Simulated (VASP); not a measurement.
# SnSe3 (Pm-3m) in VASP: notebook

Runs on SnSe3. Level: PBE. Tasks: single point, relaxation of cell and atoms.

Program: VASP 6.6.1. These are calculated values, not measurements. Logs are shortened: lines on timing, memory, paths and dates and some standing lists are left out, and cuts for length are marked.

### Step 1. The cell of the first run

The structure is cubic, space group Pm-3m (No. 221). The conventional cell has a = 4.668 Å, b = 4.668 Å, c = 4.668 Å, α = 90.00°, β = 90.00°, γ = 90.00°. Sn (site symmetry m-3m) has 12 Se at 3.30 Å within 4.3 Å. Within 4.3 Å of Se (site symmetry 4/mmm) lie 4 Sn at 3.30 Å and 8 Se at 3.30 Å.

### Step 2. Single point, PBE

Input file INCAR:

```
  PREC = Accurate
  ENCUT = 520
  EDIFF = 1E-6
  ISMEAR = 0
  SIGMA = 0.1
  LREAL = False
  LASPH = True
  NELM = 100
  ALGO = Normal
  ISIF = 2
  LWAVE = False
  LCHARG = False
  GGA = PE
  NBANDS = 24
```

Input file KPOINTS:

```
Automatic mesh
0
Gamma
  4 4 4
```

Input file POSCAR:

```
SnSe3
1.0
    4.6683104521      0.0000000000      0.0000000000
    0.0000000000      4.6683104521      0.0000000000
    0.0000000000      0.0000000000      4.6683104521
Sn Se
1 3
Direct
    0.0000000000      0.0000000000      0.0000000000
    0.0000000000      0.5000000000      0.5000000000
    0.5000000000      0.0000000000      0.5000000000
    0.5000000000      0.5000000000      0.0000000000
```

Potentials or basis: VASP PAW PBE potentials, release 64 (Sn_d, Se).

Started as:

```sh
cat potpaw_PBE.64/Sn_d/POTCAR potpaw_PBE.64/Se/POTCAR > POTCAR
mpirun -np 1 vasp_std > vasp.out
```

OUTCAR:

```text
PREC = Accurate
   ENCUT = 520
   EDIFF = 1E-6
   ISMEAR = 0
   LREAL = False
   LASPH = True
   NELM = 100
   ISIF = 2
   GGA = PE

 ion  position               nearest neighbor table
   1  0.000  0.000  0.000-
   2  0.000  0.500  0.500-
   3  0.500  0.000  0.500-
   4  0.500  0.500  0.000-

  LATTYP: Found a simple cubic cell.
 ALAT       =     4.6683104521

  Lattice vectors:

 A1 = (   4.6683104521,   0.0000000000,   0.0000000000)
 A2 = (   0.0000000000,   4.6683104521,   0.0000000000)
 A3 = (   0.0000000000,   0.0000000000,   4.6683104521)

Analysis of symmetry for initial positions (statically):
=====================================================================
 Subroutine PRICEL returns:
 Original cell was already a primitive cell.

 Routine SETGRP: Setting up the symmetry group for a
 simple cubic supercell.

 Subroutine GETGRP returns: Found 48 space group operations
 (whereof 48 operations were pure point group operations)
 out of a pool of 48 trial point group operations.

The static configuration has the point symmetry O_h .

Analysis of symmetry for dynamics (positions and initial velocities):
=====================================================================
 Subroutine PRICEL returns:
 Original cell was already a primitive cell.

 Routine SETGRP: Setting up the symmetry group for a
 simple cubic supercell.

 Subroutine GETGRP returns: Found 48 space group operations
 (whereof 48 operations were pure point group operations)
 out of a pool of 48 trial point group operations.

The dynamic configuration has the point symmetry O_h .

 Subroutine INISYM returns: Found 48 space group operations
 (whereof 48 operations are pure point group operations),
 and found     1 'primitive' translations

----------------------------------------------------------------------------------------

                                     Primitive cell

  volume of cell :     101.7371

  direct lattice vectors                    reciprocal lattice vectors
     4.668310452  0.000000000  0.000000000     0.214210261  0.000000000  0.000000000
     0.000000000  4.668310452  0.000000000     0.000000000  0.214210261  0.000000000
     0.000000000  0.000000000  4.668310452     0.000000000  0.000000000  0.214210261

  length of vectors
     4.668310452  4.668310452  4.668310452     0.214210261  0.214210261  0.214210261

  position of ions in fractional coordinates (direct lattice)
     0.000000000  0.000000000  0.000000000
     0.000000000  0.500000000  0.500000000
     0.500000000  0.000000000  0.500000000
     0.500000000  0.500000000  0.000000000

  ion indices of the primitive-cell ions
   primitive index   ion index
                 1           1
                 2           2
                 3           3
                 4           4

----------------------------------------------------------------------------------------

 KPOINTS: Automatic mesh

Automatic generation of k-mesh.
 Grid dimensions read from file:
 generate k-points for:    4    4    4

 Generating k-lattice:

  Cartesian coordinates                     Fractional coordinates (reciprocal lattice)
     0.053552565  0.000000000  0.000000000     0.250000000  0.000000000  0.000000000
     0.000000000  0.053552565  0.000000000     0.000000000  0.250000000  0.000000000
     0.000000000  0.000000000  0.053552565     0.000000000  0.000000000  0.250000000

  Length of vectors
     0.053552565  0.053552565  0.053552565

  Shift w.r.t. Gamma in fractional coordinates (k-lattice)
     0.000000000  0.000000000  0.000000000

 Subroutine IBZKPT returns following result:
 ===========================================

 Found     10 irreducible k-points:

 Following reciprocal coordinates:
            Coordinates               Weight
  0.000000  0.000000  0.000000      1.000000
  0.250000  0.000000  0.000000      6.000000
  0.500000  0.000000  0.000000      3.000000
  0.250000  0.250000  0.000000     12.000000
  0.500000  0.250000  0.000000     12.000000
  0.500000  0.500000  0.000000      3.000000
  0.250000  0.250000  0.250000      8.000000
  0.500000  0.250000  0.250000     12.000000
  0.500000  0.500000  0.250000      6.000000
  0.500000  0.500000  0.500000      1.000000
   k-points           NKPTS =     10   k-points in BZ     NKDIM =     10   number of bands    NBANDS=     24
   number of dos      NEDOS =    301   number of ions     NIONS =      4
   total plane-waves  NPLWV =  46656
   dimension x,y,z NGX =    36 NGY =   36 NGZ =   36
   dimension x,y,z NGXF=    72 NGYF=   72 NGZF=   72
   ions per type =               1   3
   NGX,Y,Z   is equivalent  to a cutoff of  12.82, 12.82, 12.82 a.u.
   NGXF,Y,Z  is equivalent  to a cutoff of  25.64, 25.64, 25.64 a.u.
 SYSTEM =  unknown system
   PREC   = accura    normal or accurate (medium, high low for compatibility)
   ISTART =      0    job   : 0-new  1-cont  2-samecut
   ICHARG =      2    charge: 1-file 2-atom 10-const
   ISPIN  =      1    spin polarized calculation?
   LNONCOLLINEAR =      F non collinear calculations
   LSORBIT =      F    spin-orbit coupling
   LASPH  =      T    aspherical Exc in radial PAW
   ENCUT  =  520.0 eV  38.22 Ry    6.18 a.u.   8.68  8.68  8.68*2*pi/ulx,y,z
   NELM   =    100;   NELMIN=  2; NELMDL= -5     # of ELM steps
   EDIFF  = 0.1E-05   stopping-criterion for ELM
   LREAL  =      F    real-space projection
   EDIFFG = 0.1E-04   stopping-criterion for IOM
   NSW    =      0    number of steps for IOM
   IBRION =     -1    ionic relax: 0-MD 1-quasi-New 2-CG
   NFREE  =      0    steps in history (QN), initial steepest desc. (CG)
   ISIF   =      2    stress and relaxation
   ISYM   =      2    0-nonsym 1-usesym 2-fastsym
   POTIM  = 0.5000    time-step for ionic-motion
   TEBEG  =    0.0;   TEEND  =   0.0 temperature during run
   PSTRESS=    0.0 pullay stress
   NELECT =      32.0000    total number of electrons
   NUPDOWN=      -1.0000    fix difference up-down
   EMIN   =  10.00;   EMAX   =-10.00  energy-range for DOS
   EFERMI =   0.00;   METHOD = LEGACY
   ISMEAR =     0;   SIGMA  =   0.10  broadening in eV -4-tet -1-fermi 0-gaus
   EFERMI_NEDOS =   21; number of points for ismear=-14 and -15
   IALGO  =     38    algorithm
   IMIX   =      4    mixing-type and parameters
     AMIX     =   0.40;   BMIX     =  1.00
     AMIX_MAG =   1.60;   BMIX_MAG =  1.00
  volume/ion in A,a.u.               =      25.43       171.64
  Fermi-wavevector in a.u.,A,eV,Ry     =   1.113350  2.103927 16.865081  1.239548
  Thomas-Fermi vector in A             =   2.249934
   LORBIT       =      0    0 simple, 1 ext, 2 COOP (PROOUT), +10 PAW based schemes
   GGA     = PE    functional components
   LHFCALC =     F    Hartree Fock is set to
   AEXX    =    0.0000 exact exchange contribution
   IVDW    =     0    specifies the selected vdW correction
   LEPSILON=     F    determine dielectric tensor
   LRPA    =     F    only Hartree local field effects (RPA)
 non-spin polarized calculation
 Gauss-broadening in eV      SIGMA  =   0.10
  energy-cutoff  :      520.00
  volume of cell :      101.74
 maximum number of plane-waves:      2800
 NGX is ok and might be reduce to    36
   NGX = 17   NGY = 17   NGZ = 17

 number of electron      31.9999990 magnetization

 Free energy of the ion-electron system (eV)
  ---------------------------------------------------
  ext. energy  EPLUGINS =         0.00000000
  ---------------------------------------------------
  free energy    TOTEN  =       -12.81177751 eV

  energy without entropy =      -12.78935733  energy(sigma->0) =      -12.80056742

 E-fermi :   4.5122     XC(G=0):  -9.8273

 val. band max:        4.4844164139   @ k =   0.2500   0.2500   0.2500
 cond. band min:       4.7098172304   @ k =   0.5000   0.2500   0.2500
 fundamental gap:      0.2254008164
 Fermi energy:         4.5122389742

 k-point     1 :       0.0000    0.0000    0.0000
  band No.  band energies     occupation
      1     -17.0649      2.00000
      2     -17.0649      2.00000
      3     -17.0583      2.00000
      4     -17.0583      2.00000
      5     -17.0583      2.00000
      6      -9.5652      2.00000
[... 16 lines left out ...]
     23       9.5385      0.00000
     24      10.2762      0.00000

 k-point     2 :       0.2500    0.0000    0.0000
  band No.  band energies     occupation
      1     -17.0644      2.00000
      2     -17.0624      2.00000
      3     -17.0593      2.00000
      4     -17.0593      2.00000
      5     -17.0582      2.00000
      6      -9.2873      2.00000
[... 16 lines left out ...]
     23      10.9979      0.00000
     24      11.2195      0.00000

 k-point     3 :       0.5000    0.0000    0.0000
  band No.  band energies     occupation
      1     -17.0640      2.00000
      2     -17.0603      2.00000
      3     -17.0603      2.00000
      4     -17.0599      2.00000
      5     -17.0582      2.00000
      6      -8.7505      2.00000
[... 16 lines left out ...]
     23      12.6574      0.00000
     24      12.6741      0.00000

 k-point     4 :       0.2500    0.2500    0.0000
  band No.  band energies     occupation
      1     -17.0631      2.00000
      2     -17.0608      2.00000
      3     -17.0607      2.00000
      4     -17.0592      2.00000
      5     -17.0592      2.00000
      6      -9.0240      2.00000
[... 16 lines left out ...]
     23      12.1959      0.00000
     24      12.2219      0.00000

 k-point     5 :       0.5000    0.2500    0.0000
  band No.  band energies     occupation
      1     -17.0624      2.00000
      2     -17.0621      2.00000
      3     -17.0602      2.00000
      4     -17.0592      2.00000
      5     -17.0586      2.00000
      6      -8.5092      2.00000
[... 73 lines left out ...]
 k-point     8 :       0.5000    0.2500    0.2500
  band No.  band energies     occupation
      1     -17.0620      2.00000
      2     -17.0619      2.00000
      3     -17.0605      2.00000
      4     -17.0602      2.00000
      5     -17.0580      2.00000
      6      -8.3051      2.00000
[... 16 lines left out ...]
     23      13.0077      0.00000
     24      13.5844      0.00000

 k-point     9 :       0.5000    0.5000    0.2500
  band No.  band energies     occupation
      1     -17.0637      2.00000
      2     -17.0619      2.00000
      3     -17.0619      2.00000
      4     -17.0590      2.00000
      5     -17.0566      2.00000
      6      -7.8235      2.00000
[... 16 lines left out ...]
     23      13.1435      0.00000
     24      13.4377      0.00000

 k-point    10 :       0.5000    0.5000    0.5000
  band No.  band energies     occupation
      1     -17.0636      2.00000
      2     -17.0636      2.00000
      3     -17.0636      2.00000
      4     -17.0565      2.00000
      5     -17.0565      2.00000
      6      -7.7411      2.00000
[... 16 lines left out ...]
     23      12.2224      0.00000
     24      12.2224      0.00000

------------------------ aborting loop because EDIFF is reached ----------------------------------------

  FORCE on cell =-STRESS in cart. coord.  units (eV):
  Direction    XX          YY          ZZ          XY          YZ          ZX
  --------------------------------------------------------------------------------------
  -------------------------------------------------------------------------------------
  Total       -2.3691312     -2.3691312     -2.3691312     -0.0000000     -0.0000000     -0.0000000
  in kB      -37.3095932    -37.3095932    -37.3095932     -0.0000000     -0.0000000     -0.0000000
  external PRESSURE =     -37.3095932 kB  Pullay stress =       0.0000000 kB

 VOLUME and BASIS-vectors are now :
 -----------------------------------------------------------------------------
  energy-cutoff  :      520.00
  volume of cell :      101.74
      direct lattice vectors                 reciprocal lattice vectors
     4.668310452  0.000000000  0.000000000     0.214210261  0.000000000  0.000000000
     0.000000000  4.668310452  0.000000000     0.000000000  0.214210261  0.000000000
     0.000000000  0.000000000  4.668310452     0.000000000  0.000000000  0.214210261

 POSITION                                       TOTAL-FORCE (eV/Angst)
 -----------------------------------------------------------------------------------
      0.00000      0.00000      0.00000         0.000000      0.000000      0.000000
      0.00000      2.33416      2.33416         0.000000      0.000000      0.000000
      2.33416      0.00000      2.33416         0.000000      0.000000      0.000000
      2.33416      2.33416      0.00000         0.000000      0.000000      0.000000
 -----------------------------------------------------------------------------------
    total drift:                                0.000000      0.000000      0.000000

  FREE ENERGIE OF THE ION-ELECTRON SYSTEM (eV)
  ---------------------------------------------------
  free  energy   TOTEN  =       -12.8117775110 eV

  energy  without entropy=      -12.7893573279  energy(sigma->0) =      -12.80056742
```

It took 16 s on 1 thread of Intel Xeon Platinum 8375C at 2.90GHz (Ice Lake), shared host; peak memory 0.21 GiB.

Results:

```yaml
Free_energy: -12.8118 eV
Pressure: -3.7 GPa
Band_gap_on_the_k_mesh: zero (band 16 reaches 5.57 eV, above the bottom of band 17 at 4.31 eV)
```

Caveat: spin-orbit coupling is left out, which moves the levels of the heavy elements.

(Continued in part 2 of 3.)
